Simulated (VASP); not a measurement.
C: single point with PBE+D3(BJ)

The system is C, a slab with vacuum.

```
C
1.0
     2.42300    0.00000    0.00000
    -1.21150    2.09838    0.00000
     0.00000    0.00000   26.00242
C
2
Direct
  0.66667 0.33333 0.50825
  0.33333 0.66667 0.49175
```

```json
{
 "Program": "VASP 6.6.1",
 "Task": "single point",
 "Functional": "PBE",
 "Dispersion": "D3(BJ)",
 "Potentials or basis": "VASP PAW PBE potentials, release 64 (C)",
 "Cutoff": "520 eV",
 "k mesh": "21 × 21 × 1",
 "Occupations": "gaussian, width 0.1 eV",
 "Spin": "no spin polarisation"
}
```

```json
{"Largest force": "7.394 eV/Å", "Band gap on the k mesh": "zero (filled and empty bands touch)", "Dispersion energy per atom": "-0.088 eV"}
```

Forces in eV/Å, atoms in the order of the input:
```
C    0.000  0.000 -7.394
C    0.000  0.000  7.394
```

Levels at points of the mesh, in eV from the Fermi level:
```csv
k point,band 1,band 2,band 3,band 4,band 5,band 6,band 7,band 8
"(0.00, 0.00, 0.00)",-19.07,-7.31,-1.10,-1.10,2.24,4.28,4.49,4.99
```

It took 97 s on 1 thread of AMD EPYC 7R43 64-Core Processor (Zen 3) (shared host), peak memory 0.22 GiB.
